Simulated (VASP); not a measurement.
Runs of VASP 6.6.1 on CaO. The structure is that of space group Fm-3m (No. 225), or close to it. The cells are those of the table. 

| task | potentials or basis | cell | cutoff (eV) | gap on the mesh (eV) | pressure (GPa) |
| --- | --- | --- | --- | --- | --- |
| relaxation of cell and atoms | VASP PAW PBE potentials, release 64 (Ca_sv, O) | relaxed to -2 GPa from a = 3.390 Å, angles 60.0, 60.0, 90.0°, 2 atoms | 600 | (b) | -2.0 |
| single point | VASP PAW PBE potentials, release 64 (Ca_sv, O_h) | a = 3.276 Å, angles 60.0, 60.0, 90.0°, 2 atoms | 910 | 4.13 | 16.5 |
| relaxation of cell and atoms | VASP PAW PBE potentials, release 64 (Ca_sv, O) | relaxed to 7 GPa from a = 3.390 Å, angles 60.0, 60.0, 90.0°, 2 atoms | 600 | 4.17 | 7.0 |
| relaxation of cell and atoms | VASP PAW PBE potentials, release 64 (Ca_sv, O) | relaxed to 10 GPa from a = 3.390 Å, angles 60.0, 60.0, 90.0°, 2 atoms | 600 | 4.16 | 10.0 |
| single point | VASP PAW PBE potentials, release 64 (Ca_sv, O_h) | a = 3.411 Å, angles 60.0, 60.0, 90.0°, 2 atoms | 910 | 4.20 | (a) |

Alike in all rows: level r2SCAN; no spin polarisation; k mesh 8 × 8 × 8; smearing gaussian 0.01 eV.

Task: Estimate the missing entries.

Result: (a) -1.2; (b) 4.19.

Caveats: the PAW data sets were made with another functional, which shifts forces and pressure a little; the cell is relaxed towards a set pressure, so the run minimises the enthalpy, not the energy (at least some runs); the cutoff is under 1.25 times the usual one of these potentials, so pressure, stress and relaxed cells hold a basis-set (Pulay) error (at least some runs); the cell stands under pressure (at least some runs).

A k mesh can miss the band edges.
